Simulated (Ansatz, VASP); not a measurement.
InSb: VASP beside Ansatz

```
In Sb
1.0
     0.00000    3.23910    3.23910
     3.23910    0.00000    3.23910
     3.23910    3.23910    0.00000
In Sb
1 1
Direct
  0.00000 0.00000 0.00000
  0.75000 0.75000 0.75000
```

Alike in both runs: task electric field gradients; functional PBEsol; k mesh 10 × 10 × 10; occupations fermi-dirac, width 0.03 eV; no spin polarisation.

```csv
,VASP,Ansatz
version,VASP 6.6.1,Ansatz 0.2.0
potentials or method,"VASP PAW PBE potentials, release 64 (In_d, Sb)","PAW with Ansatz's default frozen-core files, scalar-relativistic"
plane-wave cutoff (eV),520,420
valence electrons in the cell,18,28
```

VASP gave:

- pressure (GPa): 0.9

Problem. What did Ansatz give for the same quantities?

Solution. Pressure (GPa): 0.8.

VASP's potentials were made for PBE, not for PBEsol. VASP's potentials hold 18 valence electrons a cell and Ansatz's 28, so a difference there can come from the potentials and not from the codes.

Spin-orbit coupling is off throughout.
